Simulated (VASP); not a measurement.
# Cl (P6_3/mmc) in VASP: further runs, part 2 of 2

VASP 6.6.1. The steps go on from the part before.

**3. Single point, LDA (volume scaled by 0.84)**

INCAR reads:

```
SYSTEM = Cl
PREC     = Accurate       ! precision mode
ENCUT    = 520            ! plane-wave cutoff, eV
EDIFF    = 1E-7           ! SCF threshold, eV
ISMEAR   = -1             ! smearing method
SIGMA    = 0.1            ! smearing width, eV
LREAL    = .False.        ! projectors in reciprocal space
LASPH    = .True.         ! aspherical terms in the spheres
NELM     = 80             ! most SCF steps
ALGO     = Normal         ! electronic algorithm
ISIF     = 2              ! what is computed and relaxed
LWAVE    = .False.        ! write WAVECAR
LCHARG   = .True.         ! write CHGCAR
GGA      = CA             ! functional
LELF     = .True.         ! ELF
LVHAR    = .True.       
NBANDS   = 14             ! bands
```

KPOINTS reads:

```
Automatic mesh
0
Gamma
  15 15 8
  0 0 0
```

POSCAR reads:

```
Cl
1.0
    3.1215353569      0.0000000000      0.0000000000
   -1.5607676784      2.7033289179      0.0000000000
    0.0000000000      0.0000000000      3.8793748997
Cl
2
Direct
    0.3333333333      0.6666666667      0.2500000000
    0.6666666667      0.3333333333      0.7500000000
```

Potentials or basis: VASP PAW LDA potentials, release 64 (Cl).

On the command line:

```
> cat potpaw_LDA.64/Cl/POTCAR > POTCAR
> mpirun -np 1 vasp_std > vasp.out
```

Wall time 33 s (1 thread of Intel Xeon Platinum 8259CL at 2.50GHz (Skylake/Cascade Lake), shared host); peak memory 0.15 GiB.

It converged, with:

* Free energy: -3.2518 eV
* Pressure: 11.4 GPa
* Band gap on the k mesh: zero (band 7 reaches 6.62 eV, above the bottom of band 8 at 4.08 eV)

Stress tensor (GPa, compression positive):
```
11.36  0.00  0.00
 0.00 11.36  0.00
 0.00  0.00 11.49
```

Levels at points of the mesh, in eV from the Fermi level:
| k point | band 3 | band 4 | band 5 | band 6 | band 7 | band 8 | band 9 | band 10 | band 11 | band 12 |
| --- | --- | --- | --- | --- | --- | --- | --- | --- | --- | --- |
| (0.00, 0.00, 0.00) | -6.70 | -2.07 | -2.07 | 0.10 | 0.10 | 1.78 | 6.54 | 9.98 | 11.99 | 11.99 |
| (0.00, 0.00, 0.50) | -2.20 | -2.20 | -1.00 | -1.00 | -1.00 | -1.00 | 9.96 | 9.96 | 10.98 | 10.98 |

Caveat: the cell differs from its parent crystal (volume scaled by 0.84).

**4. Single point, LDA (volume scaled by 0.84)**

INCAR reads:

```
SYSTEM = Cl
  PREC = Accurate
  ENCUT = 520
  EDIFF = 1E-7
  ISMEAR = -1
  SIGMA = 0.1
  LREAL = .False.
  LASPH = .True.
  NELM = 100
  ALGO = Normal
  ISIF = 2
  LWAVE = .False.
  LCHARG = .False.
  NBANDS = 14
```

KPOINTS reads:

```
regular mesh
0
Gamma
  15 15 8
  0 0 0
```

POSCAR is that of step 3.

On the command line:

```
> cat potpaw_LDA.64/Cl/POTCAR > POTCAR
> mpirun -np 1 vasp_std > vasp.out
```

Run time: 31 s. Hardware: 1 thread of Intel Xeon Platinum 8259CL at 2.50GHz (Skylake/Cascade Lake), shared host; peak memory 0.15 GiB.

The run converged. Its results:

```
Free energy            : -3.2518 eV
Pressure               : 11.4 GPa
Band gap on the k mesh : zero (band 7 reaches 6.62 eV, above the bottom of band 8 at 4.08 eV)
```

Stress tensor (GPa, compression positive):
```
11.36  0.00  0.00
 0.00 11.36  0.00
 0.00  0.00 11.49
```

Levels at points of the mesh, in eV from the Fermi level:
```tsv
k point	band 5	band 6	band 7	band 8	band 9	band 10
(0.00, 0.00, 0.00)	-2.07	0.10	0.10	1.78	6.54	9.98
(0.00, 0.00, 0.50)	-1.00	-1.00	-1.00	-1.00	9.96	9.96
```

Caveat: the cell differs from its parent crystal (volume scaled by 0.84).

**5. Single point, LDA**

This run uses another cell than the first one, of 17.93 Å³/atom, 1.095 times its volume.

INCAR reads:

```
SYSTEM = Cl
ALGO = Normal
EDIFF = 1E-7
ENCUT = 520
ISIF = 2
ISMEAR = -1
LASPH = .True.
LCHARG = .True.
LELF = .True.
LREAL = .False.
LVHAR = .True.
LWAVE = .False.
NBANDS = 14
NELM = 100
PREC = Accurate
SIGMA = 0.1
```

KPOINTS reads:

```
k-points
0
Gamma
  15 15 8
  0 0 0
```

POSCAR reads:

```
Cl
1.0
    3.2623834841      0.0000000000      0.0000000000
   -1.6311917420      2.8253069741      0.0000000000
    0.0000000000      0.0000000000      3.8898852504
Cl
2
Direct
    0.3333333333      0.6666666667      0.2500000000
    0.6666666667      0.3333333333      0.7500000000
```

On the command line:

```
> cat potpaw_LDA.64/Cl/POTCAR > POTCAR
> mpirun -np 1 vasp_std > vasp.out
```

It took 32 s on 1 thread of Intel Xeon Platinum 8259CL at 2.50GHz (Skylake/Cascade Lake), shared host; peak memory 0.16 GiB.

Results (log left out):

```
Free energy            : -3.4016 eV
Pressure               : 4.4 GPa
Band gap on the k mesh : zero (band 7 reaches 5.26 eV, above the bottom of band 8 at 3.07 eV)
```

Levels at points of the mesh, in eV from the Fermi level:
```tsv
k point	band 5	band 6	band 7	band 8	band 9	band 10
(0.00, 0.00, 0.00)	-2.15	-0.04	-0.04	1.46	6.62	9.28
(0.00, 0.00, 0.50)	-1.11	-1.11	-1.11	-1.11	10.02	10.02
```

**6. Single point, LDA**

INCAR reads:

```
PREC = Accurate
ENCUT = 520
EDIFF = 1E-6
ISMEAR = -1
SIGMA = 0.1
LREAL = F
LASPH = T
NELM = 100
ALGO = Normal
ISIF = 2
LWAVE = F
LCHARG = F
GGA = CA
NBANDS = 14
```

KPOINTS reads:

```
Automatic mesh
0
Gamma
  15 15 8
```

POSCAR is that of step 5.

Potentials or basis: VASP PAW LDA potentials, release 64 (Cl).

On the command line:

```
> cat potpaw_LDA.64/Cl/POTCAR > POTCAR
> mpirun -np 1 vasp_std > vasp.out
```

OUTCAR:

```text
PREC = Accurate
   ENCUT = 520
   EDIFF = 1E-6
   ISMEAR = -1
   LREAL = F
   LASPH = T
   NELM = 100
   ISIF = 2
   GGA = CA

 ion  position               nearest neighbor table
   1  0.333  0.667  0.250-
   2  0.667  0.333  0.750-

  LATTYP: Found a hexagonal cell.
 ALAT       =     3.2623834841
 C/A-ratio  =     1.1923445755

  Lattice vectors:
[... 582 lines left out ...]
      3      -1.2089      2.00000
      4       0.8426      2.00000
      5       0.8679      2.00000
      6       1.7276      2.00000
      7       2.1437      2.00000
      8       3.8869      1.89927
      9      12.3632      0.00000
     10      12.7506      0.00000
     11      16.2193      0.00000
     12      16.5292      0.00000
     13      18.6549      0.00000
     14      20.2921      0.00000

 [... further k-points ...]
[... 5 lines left out ...]
  --------------------------------------------------------------------------------------
  -------------------------------------------------------------------------------------
  Total        0.9805783      0.9805783      0.9874090      0.0000000     -0.0000000      0.0000000
  in kB       43.8182904     43.8182904     44.1235291      0.0000000     -0.0000000      0.0000000
  external PRESSURE =      43.9200366 kB  Pullay stress =       0.0000000 kB

 VOLUME and BASIS-vectors are now :
 -----------------------------------------------------------------------------
  energy-cutoff  :      520.00
  volume of cell :       35.85
      direct lattice vectors                 reciprocal lattice vectors
     3.262383484  0.000000000  0.000000000     0.306524357  0.176971920  0.000000000
    -1.631191742  2.825306974  0.000000000     0.000000000  0.353943840  0.000000000
     0.000000000  0.000000000  3.889885250     0.000000000  0.000000000  0.257076992

 POSITION                                       TOTAL-FORCE (eV/Angst)
 -----------------------------------------------------------------------------------
     -0.00000      1.88354      0.97247         0.000000     -0.000000     -0.000000
      1.63119      0.94177      2.91741        -0.000000      0.000000      0.000000
 -----------------------------------------------------------------------------------
    total drift:                               -0.000000      0.000000      0.000000

  FREE ENERGIE OF THE ION-ELECTRON SYSTEM (eV)
  ---------------------------------------------------
  free  energy   TOTEN  =        -3.4015761561 eV

  energy  without entropy=       -3.3325633672  energy(sigma->0) =       -3.36706976
```

OSZICAR:

```text
N       E                     dE             d eps       ncg     rms          rms(c)
DAV:   1     0.704892777847E+02    0.70489E+02   -0.66815E+03  3780   0.897E+02
DAV:   2    -0.105275078148E+00   -0.70595E+02   -0.66689E+02  5418   0.172E+02
DAV:   3    -0.340374659437E+01   -0.32985E+01   -0.32489E+01  5040   0.389E+01
DAV:   4    -0.343106717524E+01   -0.27321E-01   -0.27314E-01  4410   0.434E+00
DAV:   5    -0.343142617254E+01   -0.35900E-03   -0.35899E-03  5070   0.493E-01    0.104E+01
DAV:   6    -0.340694284817E+01    0.24483E-01   -0.19958E-02  4740   0.742E-01    0.636E+00
DAV:   7    -0.340249371987E+01    0.44491E-02   -0.26767E-02  4934   0.881E-01    0.277E-01
DAV:   8    -0.340156881503E+01    0.92490E-03   -0.31180E-03  4464   0.324E-01    0.318E-02
DAV:   9    -0.340157604933E+01   -0.72343E-05   -0.70371E-05  4896   0.562E-02    0.149E-02
DAV:  10    -0.340157615608E+01   -0.10675E-06   -0.24366E-06  3948   0.955E-03
   1 F= -.34015762E+01 E0= -.33670698E+01  d E =-.690128E-01
```

stdout:

```text
POSCAR found type information on POSCAR Cl
 POSCAR found :  1 types and       2 ions
 scaLAPACK will be used
 LDA part: xc-table for (Slater(with rela. corr.)+CA(PZ))
 , standard interpolation
 POSCAR, INCAR and KPOINTS ok, starting setup
 FFT: planning ... GRIDC
 FFT: planning ... GRID_SOFT
 FFT: planning ... GRID
 WAVECAR not read
 entering main loop
```

Run time: 26 s. Hardware: 1 thread of Intel Xeon Platinum 8259CL at 2.50GHz (Skylake/Cascade Lake), shared host; peak memory 0.16 GiB.

What came out:

```yaml
Free_energy: -3.4016 eV
Pressure: 4.4 GPa
Band_gap_on_the_k_mesh: zero (band 7 reaches 5.26 eV, above the bottom of band 8 at 3.07 eV)
```

Levels at points of the mesh, in eV from the Fermi level:
```
           k point  band 5  band 6  band 7  band 8  band 9  band 10
(0.00, 0.00, 0.00)   -2.15   -0.04   -0.04    1.46    6.62     9.28
(0.00, 0.00, 0.50)   -1.11   -1.11   -1.11   -1.11   10.02    10.02
```
